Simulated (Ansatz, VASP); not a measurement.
# One calculation of ZnH4S, two programs

```
Zn S H
1.0
    12.40000    0.00000    0.00000
     0.00000   13.80000    0.00000
     0.00000    0.00000   15.40000
Zn S H
3 3 12
Direct
  0.38434 0.30872 0.39261
  0.59805 0.64743 0.39201
  0.44144 0.50450 0.69256
  0.40009 0.36812 0.56458
  0.55456 0.60216 0.56426
  0.46827 0.48973 0.35198
  0.26444 0.33260 0.38054
  0.49585 0.26018 0.39138
  0.70304 0.58844 0.38732
  0.51178 0.72659 0.38333
  0.33675 0.56029 0.67278
  0.53610 0.45383 0.73812
  0.29990 0.34567 0.59320
  0.44324 0.28533 0.59665
  0.65654 0.60768 0.59548
  0.52885 0.69180 0.59343
  0.39174 0.52960 0.30037
  0.52759 0.45877 0.28364
```

Alike in both runs: functional PBEsol; k mesh 1 × 1 × 1; occupations gaussian, width 0.05 eV; no spin polarisation.

Ansatz relaxed the structure, and its values are those at the end. VASP's run is a single point on that final structure, the one shown.

|  | VASP | Ansatz |
| --- | --- | --- |
| version | VASP 6.6.1 | Ansatz 0.2.0 |
| potentials or method | VASP PAW PBE potentials, release 64 (Zn, S, H), cutoff 520 eV | scalar-relativistic, plane waves, PAW |
| valence electrons in the cell | 66 | 66 |

VASP gave:

* gap on the k mesh at the Fermi level (eV): 4.38
* rms of the force components (eV/Å): 0.026

Problem. What did Ansatz give for the same quantities?

Solution. gap on the k mesh at the Fermi level (eV): 4.35; rms of the force components (eV/Å): 0.008.

VASP's potentials were made for PBE, not for PBEsol. The functional is the same, so the differences come from potentials, cutoffs and numerics. Ansatz's warnings: xc potential rough in thin density.
